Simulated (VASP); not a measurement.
# LuBe4 (Im-3m) in VASP: a series of runs

LuBe4 is run at these levels: PBE; tasks: single point, relaxation of cell and atoms.

Everything below comes from runs of VASP 6.6.1. Logs are shortened: lines on timing, memory, paths and dates and some standing lists are left out, and cuts for length are marked.

**1. The cell of the first run**

The structure is cubic, space group Im-3m (No. 229). Conventional cell: a = 5.988 Å, b = 5.988 Å, c = 5.988 Å, α = 90.00°, β = 90.00°, γ = 90.00°. Within 3.4 Å of Lu (site symmetry m-3m) lie 8 Be at 2.59 Å. Be (site symmetry -3m) has 2 Lu at 2.59 Å and 6 Be at 2.99 Å within 3.4 Å.

**2. Single point, PBE**

Contents of INCAR:

```
SYSTEM = LuBe4
PREC = Accurate
ENCUT = 520
EDIFF = 1E-7
ISMEAR = 0
SIGMA = 0.1
LREAL = .FALSE.
LASPH = .TRUE.
NELM = 100
ALGO = Normal
ISIF = 2
LWAVE = .FALSE.
LCHARG = .TRUE.
GGA = PE
LELF = .TRUE.
LVHAR = .TRUE.
NBANDS = 24
```

Contents of KPOINTS:

```
Automatic mesh
0
G
  10 10 10
  0 0 0
```

Contents of POSCAR:

```
LuBe4
1.0
   -2.9940015953      2.9940015953      2.9940015953
    2.9940015953     -2.9940015953      2.9940015953
    2.9940015953      2.9940015953     -2.9940015953
Lu Be
1 4
Direct
    0.0000000000      0.0000000000      0.0000000000
    0.0000000000      0.0000000000      0.5000000000
    0.5000000000      0.0000000000      0.0000000000
    0.5000000000      0.5000000000      0.5000000000
    0.0000000000      0.5000000000      0.0000000000
```

Potentials or basis: VASP PAW PBE potentials, release 64 (Lu, Be).

On the command line:

```
$ cat potpaw_PBE.64/Lu/POTCAR potpaw_PBE.64/Be/POTCAR > POTCAR
$ mpirun -np 1 vasp_std > vasp.out
```

OUTCAR:

```text
SYSTEM = LuBe4
   PREC = Accurate
   ENCUT = 520
   EDIFF = 1E-7
   ISMEAR = 0
   LREAL = .FALSE.
   LASPH = .TRUE.
   NELM = 100
   ISIF = 2
   GGA = PE

 ion  position               nearest neighbor table
   1  0.000  0.000  0.000-   2 2.59   3 2.59   4 2.59   5 2.59   2 2.59   5 2.59   3 2.59   4 2.59

   2  0.000  0.000  0.500-   1 2.59   1 2.59
   3  0.500  0.000  0.000-   1 2.59   1 2.59
   4  0.500  0.500  0.500-   1 2.59   1 2.59
   5  0.000  0.500  0.000-   1 2.59   1 2.59

  LATTYP: Found a body centered cubic cell.
 ALAT       =     5.9880031906

  Lattice vectors:

 A1 = (  -2.9940015953,   2.9940015953,   2.9940015953)
 A2 = (   2.9940015953,  -2.9940015953,   2.9940015953)
 A3 = (   2.9940015953,   2.9940015953,  -2.9940015953)

Analysis of symmetry for initial positions (statically):
=====================================================================
 Subroutine PRICEL returns:
 Original cell was already a primitive cell.

 Routine SETGRP: Setting up the symmetry group for a
 body centered cubic supercell.

 Subroutine GETGRP returns: Found 48 space group operations
 (whereof 48 operations were pure point group operations)
 out of a pool of 48 trial point group operations.

The static configuration has the point symmetry O_h .

Analysis of symmetry for dynamics (positions and initial velocities):
=====================================================================
 Subroutine PRICEL returns:
 Original cell was already a primitive cell.

 Routine SETGRP: Setting up the symmetry group for a
 body centered cubic supercell.

 Subroutine GETGRP returns: Found 48 space group operations
 (whereof 48 operations were pure point group operations)
 out of a pool of 48 trial point group operations.

The dynamic configuration has the point symmetry O_h .

 Subroutine INISYM returns: Found 48 space group operations
 (whereof 48 operations are pure point group operations),
 and found     1 'primitive' translations

----------------------------------------------------------------------------------------

                                     Primitive cell

  volume of cell :     107.3535

  direct lattice vectors                    reciprocal lattice vectors
    -2.994001595  2.994001595  2.994001595     0.000000000  0.167000579  0.167000579
     2.994001595 -2.994001595  2.994001595     0.167000579  0.000000000  0.167000579
     2.994001595  2.994001595 -2.994001595     0.167000579  0.167000579  0.000000000

  length of vectors
     5.185762881  5.185762881  5.185762881     0.236174484  0.236174484  0.236174484

  position of ions in fractional coordinates (direct lattice)
     0.000000000  0.000000000  0.000000000
     0.000000000  0.000000000  0.500000000
     0.500000000  0.000000000  0.000000000
     0.500000000  0.500000000  0.500000000
     0.000000000  0.500000000  0.000000000

  ion indices of the primitive-cell ions
   primitive index   ion index
                 1           1
                 2           2
                 3           3
                 4           4
                 5           5

----------------------------------------------------------------------------------------

 KPOINTS: Automatic mesh

Automatic generation of k-mesh.
 Grid dimensions read from file:
 generate k-points for:   10   10   10

 Generating k-lattice:

  Cartesian coordinates                     Fractional coordinates (reciprocal lattice)
     0.000000000  0.016700058  0.016700058     0.100000000  0.000000000  0.000000000
     0.016700058  0.000000000  0.016700058     0.000000000  0.100000000  0.000000000
     0.016700058  0.016700058  0.000000000     0.000000000  0.000000000  0.100000000

  Length of vectors
     0.023617448  0.023617448  0.023617448

  Shift w.r.t. Gamma in fractional coordinates (k-lattice)
     0.000000000  0.000000000  0.000000000

 Subroutine IBZKPT returns following result:
 ===========================================

 Found     47 irreducible k-points:

 Following reciprocal coordinates:
            Coordinates               Weight
  0.000000  0.000000  0.000000      1.000000
  0.100000  0.000000  0.000000     12.000000
  0.200000  0.000000  0.000000     12.000000
  0.300000  0.000000  0.000000     12.000000
  0.400000  0.000000  0.000000     12.000000
  0.500000  0.000000  0.000000      6.000000
[... 16 lines left out ...]
  0.300000  0.300000  0.100000      8.000000
 -0.300000  0.300000  0.100000     24.000000
 [... further k-points ...]
   k-points           NKPTS =     47   k-points in BZ     NKDIM =     47   number of bands    NBANDS=     24
   number of dos      NEDOS =    301   number of ions     NIONS =      5
   total plane-waves  NPLWV =  64000
   dimension x,y,z NGX =    40 NGY =   40 NGZ =   40
   dimension x,y,z NGXF=    80 NGYF=   80 NGZF=   80
   ions per type =               1   4
   NGX,Y,Z   is equivalent  to a cutoff of  12.82, 12.82, 12.82 a.u.
   NGXF,Y,Z  is equivalent  to a cutoff of  25.65, 25.65, 25.65 a.u.
 SYSTEM =  LuBe4
   PREC   = accura    normal or accurate (medium, high low for compatibility)
   ISTART =      0    job   : 0-new  1-cont  2-samecut
   ICHARG =      2    charge: 1-file 2-atom 10-const
   ISPIN  =      1    spin polarized calculation?
   LNONCOLLINEAR =      F non collinear calculations
   LSORBIT =      F    spin-orbit coupling
   LASPH  =      T    aspherical Exc in radial PAW
   ENCUT  =  520.0 eV  38.22 Ry    6.18 a.u.   9.64  9.64  9.64*2*pi/ulx,y,z
   NELM   =    100;   NELMIN=  2; NELMDL= -5     # of ELM steps
   EDIFF  = 0.1E-06   stopping-criterion for ELM
   LREAL  =      F    real-space projection
   EDIFFG = 0.1E-05   stopping-criterion for IOM
   NSW    =      0    number of steps for IOM
   IBRION =     -1    ionic relax: 0-MD 1-quasi-New 2-CG
   NFREE  =      0    steps in history (QN), initial steepest desc. (CG)
   ISIF   =      2    stress and relaxation
   ISYM   =      2    0-nonsym 1-usesym 2-fastsym
   POTIM  = 0.5000    time-step for ionic-motion
   TEBEG  =    0.0;   TEEND  =   0.0 temperature during run
   PSTRESS=    0.0 pullay stress
   NELECT =      33.0000    total number of electrons
   NUPDOWN=      -1.0000    fix difference up-down
   EMIN   =  10.00;   EMAX   =-10.00  energy-range for DOS
   EFERMI =   0.00;   METHOD = LEGACY
   ISMEAR =     0;   SIGMA  =   0.10  broadening in eV -4-tet -1-fermi 0-gaus
   EFERMI_NEDOS =   21; number of points for ismear=-14 and -15
   IALGO  =     38    algorithm
   IMIX   =      4    mixing-type and parameters
     AMIX     =   0.40;   BMIX     =  1.00
     AMIX_MAG =   1.60;   BMIX_MAG =  1.00
  volume/ion in A,a.u.               =      21.47       144.89
  Fermi-wavevector in a.u.,A,eV,Ry     =   1.104861  2.087884 16.608860  1.220717
  Thomas-Fermi vector in A             =   2.241339
   LORBIT       =      0    0 simple, 1 ext, 2 COOP (PROOUT), +10 PAW based schemes
   GGA     = PE    functional components
   LHFCALC =     F    Hartree Fock is set to
   AEXX    =    0.0000 exact exchange contribution
   IVDW    =     0    specifies the selected vdW correction
   LEPSILON=     F    determine dielectric tensor
   LRPA    =     F    only Hartree local field effects (RPA)
 non-spin polarized calculation
 Gauss-broadening in eV      SIGMA  =   0.10
  energy-cutoff  :      520.00
  volume of cell :      107.35
 maximum number of plane-waves:      2912
   NGX = 19   NGY = 19   NGZ = 19

 number of electron      33.0000001 magnetization

 Free energy of the ion-electron system (eV)
  ---------------------------------------------------
  ext. energy  EPLUGINS =         0.00000000
  ---------------------------------------------------
  free energy    TOTEN  =       -10.63684191 eV

  energy without entropy =      -10.61647834  energy(sigma->0) =      -10.62666013

 E-fermi :   0.8952     XC(G=0):  -8.4448

 val. band max:        0.8840345408   @ k =   0.5000   0.5000   0.3000
 cond. band min:       0.9041891936   @ k =   0.4000   0.2000   0.0000
 fundamental gap:      0.0201546529
 Fermi energy:         0.8952352503

 k-point     1 :       0.0000    0.0000    0.0000
  band No.  band energies     occupation
      1     -54.6516      2.00000
      2     -25.4035      2.00000
      3     -25.4035      2.00000
      4     -25.4035      2.00000
      5      -5.2165      2.00000
      6      -3.6205      2.00000
[... 16 lines left out ...]
     23       3.0537      0.00000
     24       6.5557      0.00000

 k-point     2 :       0.1000    0.0000    0.0000
  band No.  band energies     occupation
      1     -54.6516      2.00000
      2     -25.4035      2.00000
      3     -25.4034      2.00000
      4     -25.4034      2.00000
      5      -5.1366      2.00000
      6      -3.6205      2.00000
[... 16 lines left out ...]
     23       3.4790      0.00000
     24       6.8346      0.00000

 k-point     3 :       0.2000    0.0000    0.0000
  band No.  band energies     occupation
      1     -54.6516      2.00000
      2     -25.4034      2.00000
      3     -25.4031      2.00000
      4     -25.4031      2.00000
      5      -4.9005      2.00000
      6      -3.6205      2.00000
[... 16 lines left out ...]
     23       4.2778      0.00000
     24       6.4364      0.00000

 k-point     4 :       0.3000    0.0000    0.0000
  band No.  band energies     occupation
      1     -54.6516      2.00000
      2     -25.4033      2.00000
      3     -25.4028      2.00000
      4     -25.4028      2.00000
      5      -4.5203      2.00000
      6      -3.6206      2.00000
[... 16 lines left out ...]
     23       4.8623      0.00000
     24       6.2266      0.00000

 k-point     5 :       0.4000    0.0000    0.0000
  band No.  band energies     occupation
      1     -54.6516      2.00000
      2     -25.4032      2.00000
      3     -25.4026      2.00000
      4     -25.4026      2.00000
      5      -4.0368      2.00000
      6      -3.6206      2.00000
[... 451 lines left out ...]
 k-point    22 :      -0.2000    0.2000    0.1000
  band No.  band energies     occupation
      1     -54.6516      2.00000
      2     -25.4033      2.00000
      3     -25.4030      2.00000
      4     -25.4030      2.00000
      5      -4.8214      2.00000
      6      -3.6205      2.00000
[... 16 lines left out ...]
     23       4.5527      0.00000
     24       5.9081      0.00000

 k-point    23 :       0.3000    0.3000    0.1000
  band No.  band energies     occupation
      1     -54.6516      2.00000
      2     -25.4029      2.00000
      3     -25.4026      2.00000
      4     -25.4026      2.00000
      5      -3.6232      2.00000
      6      -3.6026      2.00000
[... 16 lines left out ...]
     23       5.4287      0.00000
     24       5.5503      0.00000

 k-point    24 :      -0.3000    0.3000    0.1000
  band No.  band energies     occupation
      1     -54.6516      2.00000
      2     -25.4031      2.00000
      3     -25.4027      2.00000
      4     -25.4027      2.00000
      5      -4.4420      2.00000
      6      -3.6205      2.00000
[... 16 lines left out ...]
     23       5.1036      0.00000
     24       5.9950      0.00000

 [... further k-points ...]
[... 5 lines left out ...]
  --------------------------------------------------------------------------------------
  -------------------------------------------------------------------------------------
  Total        0.0759745      0.0759745      0.0759745     -0.0000000     -0.0000000      0.0000000
  in kB        1.1338670      1.1338670      1.1338670     -0.0000000     -0.0000000      0.0000000
  external PRESSURE =       1.1338670 kB  Pullay stress =       0.0000000 kB

 VOLUME and BASIS-vectors are now :
 -----------------------------------------------------------------------------
  energy-cutoff  :      520.00
  volume of cell :      107.35
      direct lattice vectors                 reciprocal lattice vectors
    -2.994001595  2.994001595  2.994001595     0.000000000  0.167000579  0.167000579
     2.994001595 -2.994001595  2.994001595     0.167000579  0.000000000  0.167000579
     2.994001595  2.994001595 -2.994001595     0.167000579  0.167000579  0.000000000

 POSITION                                       TOTAL-FORCE (eV/Angst)
 -----------------------------------------------------------------------------------
      0.00000      0.00000      0.00000        -0.000000      0.000000      0.000000
      1.49700      1.49700     -1.49700        -0.000000      0.000000     -0.000000
     -1.49700      1.49700      1.49700         0.000000     -0.000000     -0.000000
      1.49700      1.49700      1.49700         0.000000      0.000000     -0.000000
      1.49700     -1.49700      1.49700         0.000000     -0.000000     -0.000000
 -----------------------------------------------------------------------------------
    total drift:                                0.000000      0.000000     -0.000000

  FREE ENERGIE OF THE ION-ELECTRON SYSTEM (eV)
  ---------------------------------------------------
  free  energy   TOTEN  =       -10.6368419119 eV

  energy  without entropy=      -10.6164783406  energy(sigma->0) =      -10.62666013
```

It took 1.8 min on 1 thread of Intel Xeon Platinum 8259CL at 2.50GHz (Skylake/Cascade Lake), shared host; peak memory 0.32 GiB.

What came out:

```
Free energy : -10.6368 eV
Pressure    : 0.1 GPa
```

Caveat: spin-orbit coupling is left out, which moves the levels of the heavy elements.

**3. Relaxation of cell and atoms, PBE**

This run uses another cell than the first one, of 21.59 Å³/atom, 1.005 times its volume.

Contents of INCAR:

```
SYSTEM = LuBe4
PREC = Accurate ; ENCUT = 600
EDIFF = 1E-6 ; ISMEAR = 0
SIGMA = 0.1 ; LREAL = .FALSE.
LASPH = .TRUE. ; NELM = 100
ALGO = Normal ; ISIF = 3
LWAVE = .FALSE. ; LCHARG = .FALSE.
GGA = PE ; IBRION = 2
NSW = 100 ; EDIFFG = -0.01
```

Contents of KPOINTS:

```
regular mesh
0
G
  10 10 10
  0 0 0
```

POSCAR, as its differences from that of step 2:

```diff
@@ -2,5 +2,5 @@
 1.0
-   -2.9940015953      2.9940015953      2.9940015953
-    2.9940015953     -2.9940015953      2.9940015953
-    2.9940015953      2.9940015953     -2.9940015953
+   -2.9994048692      2.9994048692      2.9994048692
+    2.9994048692     -2.9994048692      2.9994048692
+    2.9994048692      2.9994048692     -2.9994048692
 Lu Be
```

Potentials or basis: VASP PAW PBE potentials, release 64 (Lu, Be).

On the command line:

```
$ cat potpaw_PBE.64/Lu/POTCAR potpaw_PBE.64/Be/POTCAR > POTCAR
$ mpirun -np 1 vasp_std > vasp.out
```

It took 97 s on 1 thread of Intel Xeon Platinum 8259CL at 2.50GHz (Skylake/Cascade Lake), shared host; peak memory 0.34 GiB.

It converged, with:

```
Free energy             : -10.6376 eV
Pressure after relaxing : 0.0 GPa
```

Final structure:
```
CELL_PARAMETERS angstrom
-2.99940 2.99940 2.99940
2.99940 -2.99940 2.99940
2.99940 2.99940 -2.99940
ATOMIC_POSITIONS crystal
Lu 0.00000 0.00000 0.00000
Be 0.00000 0.00000 0.50000
Be 0.50000 0.00000 0.00000
Be 0.50000 0.50000 0.50000
Be 0.00000 0.50000 0.00000
```

Levels at points of the mesh, in eV from the Fermi level:
```csv
k point,band 12,band 13,band 14,band 15,band 16,band 17,band 18,band 19,band 20
"(0.00, 0.00, 0.00)",-4.50,-0.96,-0.96,-0.96,0.56,0.56,0.56,0.87,0.87
"(0.50, 0.00, 0.00)",-4.50,-3.61,-1.94,-1.22,-0.74,0.12,0.35,0.92,1.01
"(0.50, 0.50, 0.50)",-3.00,-2.22,-2.22,-2.22,-2.12,-2.12,-0.16,-0.16,-0.16
```

Caveat: the relaxation stopped at its first step, so nothing moved; the bands computed are all filled at some k points, so no gap is given; spin-orbit coupling is left out, which moves the levels of the heavy elements.
